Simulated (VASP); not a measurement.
# Zn (P3_121) in VASP: single point with r2SCAN

Aim: the single point of Zn with r2SCAN.

All numbers are computed with VASP 6.6.1; they aren't measurements. Logs are shortened: lines on timing, memory, paths and dates and some standing lists are left out, and cuts for length are marked.

### 1 The cell of the first run

It takes space group P3_121 (No. 152, trigonal). The conventional cell has a = 3.615 Å, b = 3.615 Å, c = 4.101 Å, α = 90.00°, β = 90.00°, γ = 120.00°. Within 2.6 Å of Zn (site symmetry 2) lie 2 Zn at 1.96 Å.

### 2 Single point, r2SCAN

POSCAR

```
Zn
1.0
    3.6151095483      0.0000000000      0.0000000000
   -1.8075547742      3.1307767064      0.0000000000
    0.0000000000      0.0000000000      4.1014627979
Zn
3
Direct
    0.2254000000      0.0000000000      0.3333333333
    0.0000000000      0.2254000000      0.6666666667
    0.7746000000      0.7746000000      0.0000000000
```

INCAR.step1

```
SYSTEM = Zn
PREC = Accurate
ENCUT = 520
ISMEAR = 0
SIGMA = 0.1
LREAL = .FALSE.
LASPH = .TRUE.
NELM = 80
NBANDS = 25
GGA = PE
ALGO = Normal
EDIFF = 1E-4
LWAVE = .TRUE.
LCHARG = .FALSE.
```

INCAR.step2

```
SYSTEM = Zn
PREC = Accurate
ENCUT = 520
EDIFF = 1E-7
ISMEAR = 0
SIGMA = 0.1
LREAL = .FALSE.
LASPH = .TRUE.
NELM = 80
ALGO = Normal
ISIF = 2
LWAVE = .FALSE.
LCHARG = .FALSE.
METAGGA = R2SCAN
LMIXTAU = .TRUE.
NBANDS = 25
ISTART = 1
```

KPOINTS

```
Automatic mesh
0
G
  6 6 4
  0 0 0
```

Potentials or basis: VASP PAW PBE potentials, release 64 (Zn).

Run with:

```sh
> cat potpaw_PBE.64/Zn/POTCAR > POTCAR
> cp INCAR.step1 INCAR
> mpirun -np 1 vasp_std > vasp.out
> cp INCAR.step2 INCAR
> mpirun -np 1 vasp_std > vasp.out
```

OUTCAR:

```text
SYSTEM = Zn
   PREC = Accurate
   ENCUT = 520
   EDIFF = 1E-7
   ISMEAR = 0
   LREAL = .FALSE.
   LASPH = .TRUE.
   NELM = 80
   ISIF = 2
   METAGGA = R2SCAN
   ISTART = 1

 ion  position               nearest neighbor table
   1  0.225  0.000  0.333-   3 1.96   2 1.96   3 2.84   3 2.84   2 2.84   2 2.84
   2  0.000  0.225  0.667-   3 1.96   1 1.96   3 2.84   3 2.84   1 2.84   1 2.84
   3  0.775  0.775  0.000-   1 1.96   2 1.96   1 2.84   2 2.84   2 2.84   1 2.84

  LATTYP: Found a hexagonal cell.
 ALAT       =     3.6151095483
 C/A-ratio  =     1.1345334749

  Lattice vectors:

 A1 = (   3.6151095483,   0.0000000000,   0.0000000000)
 A2 = (  -1.8075547742,   3.1307767064,   0.0000000000)
 A3 = (   0.0000000000,   0.0000000000,   4.1014627979)

Analysis of symmetry for initial positions (statically):
=====================================================================
 Subroutine PRICEL returns:
 Original cell was already a primitive cell.

 Routine SETGRP: Setting up the symmetry group for a
 hexagonal supercell.

 Subroutine GETGRP returns: Found  6 space group operations
 (whereof  2 operations were pure point group operations)
 out of a pool of 24 trial point group operations.

The static configuration has the point symmetry C_2 .
 The point group associated with its full space group is D_3 .

Analysis of symmetry for dynamics (positions and initial velocities):
=====================================================================
 Subroutine PRICEL returns:
 Original cell was already a primitive cell.

 Routine SETGRP: Setting up the symmetry group for a
 hexagonal supercell.

 Subroutine GETGRP returns: Found  6 space group operations
 (whereof  2 operations were pure point group operations)
 out of a pool of 24 trial point group operations.

The dynamic configuration has the point symmetry C_2 .
 The point group associated with its full space group is D_3 .

 Subroutine INISYM returns: Found  6 space group operations
 (whereof  2 operations are pure point group operations),
 and found     1 'primitive' translations

----------------------------------------------------------------------------------------

                                     Primitive cell

  volume of cell :      46.4208

  direct lattice vectors                    reciprocal lattice vectors
[... 85 lines left out ...]
   LASPH  =      T    aspherical Exc in radial PAW
   ENCUT  =  520.0 eV  38.22 Ry    6.18 a.u.   6.72  6.72  7.63*2*pi/ulx,y,z
   NELM   =     80;   NELMIN=  2; NELMDL=  0     # of ELM steps
   EDIFF  = 0.1E-06   stopping-criterion for ELM
   LREAL  =      F    real-space projection
   EDIFFG = 0.1E-05   stopping-criterion for IOM
   NSW    =      0    number of steps for IOM
   IBRION =     -1    ionic relax: 0-MD 1-quasi-New 2-CG
   NFREE  =      0    steps in history (QN), initial steepest desc. (CG)
   ISIF   =      2    stress and relaxation
   ISYM   =      2    0-nonsym 1-usesym 2-fastsym
   POTIM  = 0.5000    time-step for ionic-motion
   TEBEG  =    0.0;   TEEND  =   0.0 temperature during run
   PSTRESS=    0.0 pullay stress
   NELECT =      36.0000    total number of electrons
   NUPDOWN=      -1.0000    fix difference up-down
   EMIN   =  10.00;   EMAX   =-10.00  energy-range for DOS
   EFERMI =   0.00;   METHOD = LEGACY
   ISMEAR =     0;   SIGMA  =   0.10  broadening in eV -4-tet -1-fermi 0-gaus
   EFERMI_NEDOS =   21; number of points for ismear=-14 and -15
   IALGO  =     38    algorithm
   IMIX   =      4    mixing-type and parameters
     AMIX     =   0.40;   BMIX     =  1.00
     AMIX_MAG =   1.60;   BMIX_MAG =  1.00
  volume/ion in A,a.u.               =      15.47       104.42
  Fermi-wavevector in a.u.,A,eV,Ry     =   1.504082  2.842303 30.779958  2.262263
  Thomas-Fermi vector in A             =   2.615108
   LORBIT       =      0    0 simple, 1 ext, 2 COOP (PROOUT), +10 PAW based schemes
   METAGGA = R2SCAN    functional components
   LHFCALC =     F    Hartree Fock is set to
   AEXX    =    0.0000 exact exchange contribution
   IVDW    =     0    specifies the selected vdW correction
   LEPSILON=     F    determine dielectric tensor
   LRPA    =     F    only Hartree local field effects (RPA)
 non-spin polarized calculation
 Gauss-broadening in eV      SIGMA  =   0.10
  energy-cutoff  :      520.00
  volume of cell :       46.42
 maximum number of plane-waves:      1270
 NGX is ok and might be reduce to    28
   NGX = 13   NGY = 13   NGZ = 15

 number of electron      36.0000000 magnetization

 Free energy of the ion-electron system (eV)
  ---------------------------------------------------
  ext. energy  EPLUGINS =         0.00000000
  ---------------------------------------------------
  free energy    TOTEN  =       -22.25511723 eV

  energy without entropy =      -22.24894279  energy(sigma->0) =      -22.25203001

 E-fermi :   2.5280     XC(G=0): -12.2489

 val. band max:        2.4845770789   @ k =   0.1667   0.0000   0.0000
 cond. band min:       2.5962739876   @ k =   0.3333   0.0000   0.5000
 fundamental gap:      0.1116969087
 Fermi energy:         2.5279649112

 k-point     1 :       0.0000    0.0000    0.0000
  band No.  band energies     occupation
      1      -8.0961      2.00000
      2      -7.1656      2.00000
      3      -7.1656      2.00000
      4      -6.7257      2.00000
      5      -6.7255      2.00000
      6      -6.6638      2.00000
[... 661 lines left out ...]
     24      16.3004      0.00000
     25      18.1805      0.00000

------------------------ aborting loop because EDIFF is reached ----------------------------------------

  FORCE on cell =-STRESS in cart. coord.  units (eV):
  Direction    XX          YY          ZZ          XY          YZ          ZX
  --------------------------------------------------------------------------------------
  -------------------------------------------------------------------------------------
  Total        9.5343258      9.5343258     15.7480994     -0.0000000      0.0000000     -0.0000000
  in kB      329.0699588    329.0699589    543.5335994     -0.0000000      0.0000000     -0.0000000
  external PRESSURE =     400.5578390 kB  Pullay stress =       0.0000000 kB

 VOLUME and BASIS-vectors are now :
 -----------------------------------------------------------------------------
  energy-cutoff  :      520.00
  volume of cell :       46.42
      direct lattice vectors                 reciprocal lattice vectors
     3.615109548  0.000000000  0.000000000     0.276616790  0.159704778  0.000000000
    -1.807554774  3.130776706  0.000000000     0.000000000  0.319409557  0.000000000
     0.000000000  0.000000000  4.101462798     0.000000000  0.000000000  0.243815451

 POSITION                                       TOTAL-FORCE (eV/Angst)
 -----------------------------------------------------------------------------------
      0.81485      0.00000      1.36715         7.963111      0.000000      0.000000
     -0.40742      0.70568      2.73431        -3.981555      6.896256     -0.000000
      1.40013      2.42510      0.00000        -3.981555     -6.896256      0.000000
 -----------------------------------------------------------------------------------
    total drift:                                0.000300      0.000519     -0.000000

  FREE ENERGIE OF THE ION-ELECTRON SYSTEM (eV)
  ---------------------------------------------------
  free  energy   TOTEN  =       -22.2551172267 eV

  energy  without entropy=      -22.2489427870  energy(sigma->0) =      -22.25203001
```

OSZICAR.step1:

```text
N       E                     dE             d eps       ncg     rms          rms(c)
DAV:   1     0.200184493580E+03    0.20018E+03   -0.17793E+04  1216   0.231E+03
DAV:   2     0.117326505365E+02   -0.18845E+03   -0.18328E+03  1208   0.362E+02
DAV:   3     0.904718469348E+00   -0.10828E+02   -0.10767E+02  1354   0.986E+01
DAV:   4     0.807168954407E+00   -0.97550E-01   -0.97522E-01  1348   0.973E+00
DAV:   5     0.806993670440E+00   -0.17528E-03   -0.17528E-03  1365   0.374E-01    0.913E+00
DAV:   6     0.113469006443E+01    0.32770E+00   -0.96638E-01  1450   0.186E+01    0.577E+00
DAV:   7     0.118526919924E+01    0.50579E-01   -0.96687E-02  1310   0.303E+00    0.204E+00
DAV:   8     0.119314798281E+01    0.78788E-02   -0.89019E-03  1571   0.108E+00    0.174E-01
DAV:   9     0.119362117977E+01    0.47320E-03   -0.16511E-03  1292   0.328E-01    0.495E-02
DAV:  10     0.119361346557E+01   -0.77142E-05   -0.15327E-04   969   0.113E-01
   1 F= 0.11936135E+01 E0= 0.11969136E+01  d E =-.660026E-02
```

Wall time 1.9 min (1 thread of Intel Xeon Platinum 8488C (Sapphire Rapids), shared host); peak memory 0.17 GiB.

Results:

| Quantity | Value |
| --- | --- |
| Free energy | -22.2551 eV |
| Pressure | 40.1 GPa |
| Largest force | 7.963 eV/Å |
| Band gap on the k mesh | zero (band 18 reaches 8.78 eV, above the bottom of band 19 at 0.24 eV) |

Forces in eV/Å, atoms in the order of the input:
```
Zn   7.963  0.000  0.000
Zn  -3.982  6.896  0.000
Zn  -3.982 -6.896  0.000
```

Caveat: the k points lie up to 0.38 Å⁻¹ apart; the PAW data sets were made with another functional, which shifts forces and pressure a little.
